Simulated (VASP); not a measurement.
Crystal: Ti2Te2Pt.

```
Ti Te Pt
1.0
     5.87236    0.00000    0.00000
    -2.93618    5.08561    0.00000
     0.00000    0.00000    4.40643
Ti Te Pt
2 2 1
Direct
  0.33333 0.66667 0.92823
  0.66667 0.33333 0.92823
  0.33333 0.66667 0.45496
  0.66667 0.33333 0.45496
  0.00000 0.00000 0.02944
```

| Quantity | Value |
| --- | --- |
| Program | VASP 6.6.1 |
| Task | relaxation of cell and atoms |
| Functional | PBE |
| Potentials or basis | VASP PAW PBE potentials, release 64 (Ti_sv, Te, Pt) |
| Cutoff | 600 eV |
| k mesh | 3 × 3 × 4 |
| Occupations | gaussian, width 0.1 eV |
| Spin | no spin polarisation |

At the start: pressure 21.7 GPa; volume 26.32 Å³/atom.

Task: How do energy, volume and symmetry change on relaxing?

Result: Over 40 steps the energy falls by 1535.7 meV/atom and the volume is 23.91 Å³/atom (-9.1 %); space group P6mm (No. 183, to 0.05 Å).

Step by step:
| step | energy change (eV) | largest force (eV/Å) | pressure (GPa) | volume (Å³) |
| --- | --- | --- | --- | --- |
| 1 | 0.0000 | 7.1367 | 21.65 | 131.60 |
| 2 | -5.5427 | 0.9727 | -7.85 | 186.08 |
| 3 | -5.5303 | 0.9395 | -7.85 | 185.17 |
| 4 | -5.5182 | 0.9054 | -7.86 | 184.33 |
| 5 | -5.4103 | 0.6210 | -7.88 | 177.23 |
| 6 | -6.7013 | 0.7736 | 2.27 | 140.86 |
| 7 | -6.7292 | 0.6530 | 0.39 | 144.50 |
| 8 | -6.7676 | 0.4612 | -0.06 | 144.41 |
| 9 | -6.7677 | 0.4573 | -0.05 | 144.41 |
| 10 | -6.7910 | 0.4172 | -0.34 | 144.22 |
| 11 | -6.8489 | 0.2966 | -1.18 | 143.59 |
| 12 | -6.9240 | 0.1351 | -2.74 | 142.20 |
| 13 | -7.0491 | 0.3710 | -5.68 | 138.81 |
| 14 | -6.3969 | 2.1289 | -1.68 | 129.55 |
| 15 | -7.0173 | 0.6012 | -4.82 | 138.49 |
| 16 | -7.1513 | 0.8894 | -6.39 | 134.41 |
| 17 | -7.1553 | 0.8831 | -6.38 | 134.29 |
| 18 | -7.1669 | 0.8621 | -6.35 | 133.94 |
| 19 | -7.1861 | 0.8042 | -6.26 | 133.22 |
| 20 | -7.2025 | 0.6481 | -5.87 | 131.78 |
| 21 | -7.2218 | 0.6439 | -5.76 | 131.42 |
| 22 | -7.2777 | 0.6294 | -5.42 | 130.34 |
| 23 | -7.3795 | 0.6006 | -4.65 | 128.19 |
| 24 | -7.5356 | 0.5785 | -2.82 | 123.94 |
| 25 | -7.6024 | 0.5129 | 2.30 | 115.66 |
| 26 | -7.6221 | 0.5379 | 0.29 | 118.46 |
| 27 | -7.6223 | 0.5357 | 0.46 | 118.20 |
| 28 | -7.6307 | 0.4627 | 0.40 | 118.29 |
| 29 | -7.6484 | 0.2903 | 0.17 | 118.59 |
| 30 | -7.6528 | 0.2238 | -0.08 | 119.17 |
| 31 | -7.6557 | 0.2336 | -0.04 | 118.95 |
| 32 | -7.6587 | 0.2189 | -0.01 | 118.95 |
| 33 | -7.6624 | 0.1792 | 0.05 | 118.95 |
| 34 | -7.6655 | 0.1603 | 0.02 | 119.01 |
| 35 | -7.6720 | 0.1104 | 0.01 | 119.19 |
| 36 | -7.6735 | 0.1943 | -0.06 | 119.56 |
| 37 | -7.6745 | 0.1379 | -0.06 | 119.43 |
| 38 | -7.6776 | 0.0564 | 0.04 | 119.34 |
| 39 | -7.6777 | 0.0405 | 0.08 | 119.32 |
| 40 | -7.6785 | 0.0288 | -0.08 | 119.57 |

Final structure:
```
Ti Te Pt
1.0
     5.02967    0.00000    0.00000
    -2.51483    4.35582    0.00000
     0.00000    0.00000    5.45768
Ti Te Pt
2 2 1
Cartesian
  0.0000 2.9039 5.2766
  2.5148 1.4519 5.2766
  0.0000 2.9039 2.5537
  2.5148 1.4519 2.5537
  0.0000 0.0000 5.0558
```

Caveat: the k points lie up to 0.48 Å⁻¹ apart in the final cell.
